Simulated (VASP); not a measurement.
Wanted: the native input for a VASP 6.6.1 run.

| Property | Result |
| --- | --- |
| Task | single point |
| Functional | PBEsol |
| Potentials or basis | VASP PAW PBE potentials, release 64 (Ag) |
| Cutoff | 520 eV |
| k mesh | 12 × 8 × 1 |
| Occupations | gaussian, width 0.1 eV |
| Spin | no spin polarisation |
| Dipole correction | yes |
| Further INCAR settings | ALGO = Normal; EDIFF = 1e-06; NBANDS = 54 |

The structure of Ag lies in POSCAR:

```
Ag
1.0
    2.8670626724      0.0000000000      0.0000000000
    0.0000000000      4.6907149341      0.0000000000
    0.0000000000      0.0000000000     24.1041467313
Ag
8
Direct
    0.0000000000      0.2500000000      0.3111497820
    0.0000000000      0.7500000000      0.3798225885
    0.5000000000      0.2500000000      0.4141589918
    0.5000000000      0.7500000000      0.4828317984
    0.0000000000      0.2500000000      0.5171682016
    0.0000000000      0.7500000000      0.5858410082
    0.5000000000      0.2500000000      0.6201774115
    0.5000000000      0.7500000000      0.6888502180
```

The input as run:

INCAR

```
  ALGO = Normal
  DIPOL = 0.5 0.5 0.500
  EDIFF = 1E-6
  ENCUT = 520
  GGA = PS
  IDIPOL = 3
  ISIF = 2
  ISMEAR = 0
  LASPH = T
  LCHARG = T
  LDIPOL = T
  LELF = T
  LREAL = F
  LVACPOTAV = T
  LVHAR = T
  LWAVE = F
  NBANDS = 54
  NELM = 80
  PREC = Accurate
  SIGMA = 0.1
```

KPOINTS

```
k-points
0
Gamma
  12 8 1
```

Potentials or basis: VASP PAW PBE potentials, release 64 (Ag).

Run with:

```console
$ cat potpaw_PBE.64/Ag/POTCAR > POTCAR
$ mpirun -np 1 vasp_std > vasp.out
```

It gave:

| Item | Value |
| --- | --- |
| Largest force | 0.485 eV/Å |
| Band gap on the k mesh | zero (band 44 reaches 2.90 eV, above the bottom of band 45 at -0.38 eV) |

Caveat: the PAW data sets were made with another functional, which shifts forces and pressure a little.

It took 24 min on 1 thread of Oxide Virtual Turin-like Processor, on a shared host, peak memory 0.62 GiB.
